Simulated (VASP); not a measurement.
# Si (Imma) in VASP: single point with LDA

Aim: the single point of Si with LDA.

All numbers are computed with VASP 6.6.1; they aren't measurements. Logs are shortened: lines on timing, memory, paths and dates and some standing lists are left out, and cuts for length are marked.

### 1 The cell of the first run

Symmetry: Imma, No. 74, orthorhombic system. The conventional cell has a = 4.765 Å, b = 4.765 Å, c = 2.611 Å, α = 90.00°, β = 90.00°, γ = 90.00°. Within 3.2 Å of Si (site symmetry mm2) lie 8 Si at 2.39 to 2.82 Å.

### 2 Single point, LDA (atoms displaced along a vibrational mode)

Input file INCAR:

```
SYSTEM = Si
ALGO = Fast ; EDIFF = 1E-6
ENCUT = 520 ; GGA = CA
ISIF = 2 ; ISMEAR = 0
LASPH = .TRUE. ; LCHARG = .FALSE.
LREAL = .FALSE. ; LWAVE = .FALSE.
NBANDS = 11 ; NELM = 80
PREC = Accurate ; SIGMA = 0.15
```

Input file KPOINTS:

```
k-points
0
G
  26 26 26
  0 0 0
```

Input file POSCAR:

```
Si
1.0
   -2.3824154513      2.3824154513      1.3052992358
    2.3824154513     -2.3824154513      1.3052992358
    2.3824154513      2.3824154513     -1.3052992358
Si
2
Direct
    0.3361871339      0.8361871339      0.5000000000
    0.4138128661      0.4138128661      0.0000000000
```

Potentials or basis: VASP PAW LDA potentials, release 64 (Si).

Command:

```console
cat potpaw_LDA.64/Si/POTCAR > POTCAR
mpirun -np 1 vasp_std > vasp.out
```

OUTCAR:

```text
SYSTEM = Si
   EDIFF = 1E-6
   ENCUT = 520
   GGA = CA
   ISIF = 2
   ISMEAR = 0
   LASPH = .TRUE.
   LREAL = .FALSE.
   NELM = 80
   PREC = Accurate

 ion  position               nearest neighbor table
   1  0.336  0.836  0.500-   2 2.39   2 2.39   2 2.63   2 2.63   2 2.82   2 2.82
   2  0.414  0.414  0.000-   1 2.39   1 2.39   1 2.63   1 2.63   1 2.82   1 2.82

  LATTYP: Found a body centered tetragonal cell.
 ALAT       =     4.7648309026
 C/A-ratio  =     0.5478890070

  Lattice vectors:

 A1 = (  -2.3824154513,   2.3824154513,   1.3052992358)
 A2 = (   2.3824154513,  -2.3824154513,   1.3052992358)
 A3 = (   2.3824154513,   2.3824154513,  -1.3052992358)

Analysis of symmetry for initial positions (statically):
=====================================================================
 Subroutine PRICEL returns:
 Original cell was already a primitive cell.

 Routine SETGRP: Setting up the symmetry group for a
 body centered tetragonal supercell.

 Subroutine GETGRP returns: Found  8 space group operations
 (whereof  4 operations were pure point group operations)
 out of a pool of 16 trial point group operations.

The static configuration has the point symmetry C_2v.
 The point group associated with its full space group is D_2h.

Analysis of symmetry for dynamics (positions and initial velocities):
=====================================================================
 Subroutine PRICEL returns:
 Original cell was already a primitive cell.

 Routine SETGRP: Setting up the symmetry group for a
 body centered tetragonal supercell.

 Subroutine GETGRP returns: Found  8 space group operations
 (whereof  4 operations were pure point group operations)
 out of a pool of 16 trial point group operations.

The dynamic configuration has the point symmetry C_2v.
 The point group associated with its full space group is D_2h.

 Subroutine INISYM returns: Found  8 space group operations
 (whereof  4 operations are pure point group operations),
 and found     1 'primitive' translations

----------------------------------------------------------------------------------------

                                     Primitive cell

  volume of cell :      29.6350

  direct lattice vectors                    reciprocal lattice vectors
    -2.382415451  2.382415451  1.305299236     0.000000000  0.209871036  0.383053928
     2.382415451 -2.382415451  1.305299236     0.209871036  0.000000000  0.383053928
     2.382415451  2.382415451 -1.305299236     0.209871036  0.209871036  0.000000000

  length of vectors
     3.613255161  3.613255161  3.613255161     0.436779308  0.436779308  0.296802466

[... 90 lines left out ...]
   PSTRESS=    0.0 pullay stress
   NELECT =       8.0000    total number of electrons
   NUPDOWN=      -1.0000    fix difference up-down
   EMIN   =  10.00;   EMAX   =-10.00  energy-range for DOS
   EFERMI =   0.00;   METHOD = LEGACY
   ISMEAR =     0;   SIGMA  =   0.15  broadening in eV -4-tet -1-fermi 0-gaus
   EFERMI_NEDOS =   21; number of points for ismear=-14 and -15
   IALGO  =     68    algorithm
   IMIX   =      4    mixing-type and parameters
     AMIX     =   0.40;   BMIX     =  1.00
     AMIX_MAG =   1.60;   BMIX_MAG =  1.00
  volume/ion in A,a.u.               =      14.82        99.99
  Fermi-wavevector in a.u.,A,eV,Ry     =   1.058043  1.999411 15.231097  1.119454
  Thomas-Fermi vector in A             =   2.193337
   LORBIT       =      0    0 simple, 1 ext, 2 COOP (PROOUT), +10 PAW based schemes
   GGA     = CA    functional components
   LHFCALC =     F    Hartree Fock is set to
   AEXX    =    0.0000 exact exchange contribution
   IVDW    =     0    specifies the selected vdW correction
   LEPSILON=     F    determine dielectric tensor
   LRPA    =     F    only Hartree local field effects (RPA)
 non-spin polarized calculation
 RMM-DIIS sequential band-by-band and
 Gauss-broadening in eV      SIGMA  =   0.15
  energy-cutoff  :      520.00
  volume of cell :       29.64
 maximum number of plane-waves:       812
   NGX = 13   NGY = 13   NGZ = 13

 number of electron       8.0000000 magnetization

 Free energy of the ion-electron system (eV)
  ---------------------------------------------------
  ext. energy  EPLUGINS =         0.00000000
  ---------------------------------------------------
  free energy    TOTEN  =       -11.44744579 eV

  energy without entropy =      -11.43905681  energy(sigma->0) =      -11.44325130

 E-fermi :   9.5129     XC(G=0): -11.1048

 val. band max:        9.5126440034   @ k =  -0.1154   0.4615   0.1154
 cond. band min:       9.5151244010   @ k =  -0.1154   0.0000   0.1923
 fundamental gap:      0.0024803976
 Fermi energy:         9.5129047316

 k-point     1 :       0.0000    0.0000    0.0000
  band No.  band energies     occupation
      1      -4.4701      2.00000
      2       6.7305      2.00000
      3       7.0762      2.00000
      4       7.3850      2.00000
      5      10.9407      0.00000
      6      17.3794      0.00000
      7      17.9718      0.00000
      8      19.0731      0.00000
      9      19.1249      0.00000
     10      19.2315      0.00000
     11      20.3127      0.00000
[... 309 lines left out ...]
 k-point    24 :       0.4615   -0.0000    0.0000
  band No.  band energies     occupation
      1       1.1840      2.00000
      2       3.4667      2.00000
      3       7.0685      2.00000
      4       7.2616      2.00000
      5       8.5067      2.00000
      6      11.2279      0.00000
      7      13.5057      0.00000
      8      15.2571      0.00000
      9      17.3104      0.00000
     10      20.3670      0.00000
     11      21.8587      0.00000

 [... further k-points ...]

------------------------ aborting loop because EDIFF is reached ----------------------------------------

  FORCE on cell =-STRESS in cart. coord.  units (eV):
  Direction    XX          YY          ZZ          XY          YZ          ZX
  --------------------------------------------------------------------------------------
  -------------------------------------------------------------------------------------
  Total        1.3418657     -1.0770215     -0.4385774      0.0000000      0.0000000      0.0000000
  in kB       72.5461808    -58.2277355    -23.7111027      0.0000000      0.0000000      0.0000000
  external PRESSURE =      -3.1308858 kB  Pullay stress =       0.0000000 kB

 VOLUME and BASIS-vectors are now :
 -----------------------------------------------------------------------------
  energy-cutoff  :      520.00
  volume of cell :       29.64
      direct lattice vectors                 reciprocal lattice vectors
    -2.382415451  2.382415451  1.305299236     0.000000000  0.209871036  0.383053928
     2.382415451 -2.382415451  1.305299236     0.209871036  0.000000000  0.383053928
     2.382415451  2.382415451 -1.305299236     0.209871036  0.209871036  0.000000000

 POSITION                                       TOTAL-FORCE (eV/Angst)
 -----------------------------------------------------------------------------------
      2.38242      0.00000      0.87765         0.000000     -0.000000     -0.158774
      0.00000      0.00000      1.08030        -0.000000      0.000000      0.158774
 -----------------------------------------------------------------------------------
    total drift:                                0.000000      0.000000     -0.000000

  FREE ENERGIE OF THE ION-ELECTRON SYSTEM (eV)
  ---------------------------------------------------
  free  energy   TOTEN  =       -11.4474457869 eV

  energy  without entropy=      -11.4390568140  energy(sigma->0) =      -11.44325130
```

OSZICAR:

```text
N       E                     dE             d eps       ncg     rms          rms(c)
DAV:   1     0.388283801991E+01    0.38828E+01   -0.33521E+03 54378   0.607E+02
DAV:   2    -0.110811103291E+02   -0.14964E+02   -0.14396E+02 70606   0.827E+01
DAV:   3    -0.114905775632E+02   -0.40947E+00   -0.40618E+00 70602   0.114E+01
DAV:   4    -0.114924014901E+02   -0.18239E-02   -0.18236E-02 65528   0.950E-01
DAV:   5    -0.114924104061E+02   -0.89159E-05   -0.89158E-05 68948   0.600E-02    0.443E+00
RMM:   6    -0.114627893783E+02    0.29621E-01   -0.57161E-03 54985   0.385E-01    0.256E+00
RMM:   7    -0.114475935446E+02    0.15196E-01   -0.12376E-02 57469   0.591E-01    0.151E-01
RMM:   8    -0.114474445380E+02    0.14901E-03   -0.11542E-03 60111   0.251E-01    0.361E-02
RMM:   9    -0.114474429999E+02    0.15381E-05   -0.17231E-04 64124   0.943E-02    0.587E-02
RMM:  10    -0.114474483269E+02   -0.53270E-05   -0.25085E-05 63983   0.382E-02    0.957E-02
RMM:  11    -0.114474456321E+02    0.26949E-05   -0.10830E-05 63933   0.198E-02    0.146E-02
RMM:  12    -0.114474457869E+02   -0.15480E-06   -0.14996E-06 55301   0.889E-03
   1 F= -.11447446E+02 E0= -.11443251E+02  d E =-.838897E-02
```

Wall time 15 min (1 thread of Oxide Virtual Turin-like, shared host); peak memory 0.63 GiB.

What came out:

- Free energy: -11.4474 eV
- Pressure: -0.3 GPa
- Largest force: 0.159 eV/Å
- Band gap on the k mesh: zero (bands 4 and 5 overlap by 7.01 eV)

Forces on the atoms (eV/Å):
```
Si   0.000  0.000 -0.159
Si   0.000  0.000  0.159
```

Stress tensor (GPa, compression positive):
```
 7.25  0.00  0.00
 0.00 -5.82  0.00
 0.00  0.00 -2.37
```

Caveat: the cell differs from its parent crystal (atoms displaced along a vibrational mode); the stress differs along the axes, from -6 to 7 GPa.
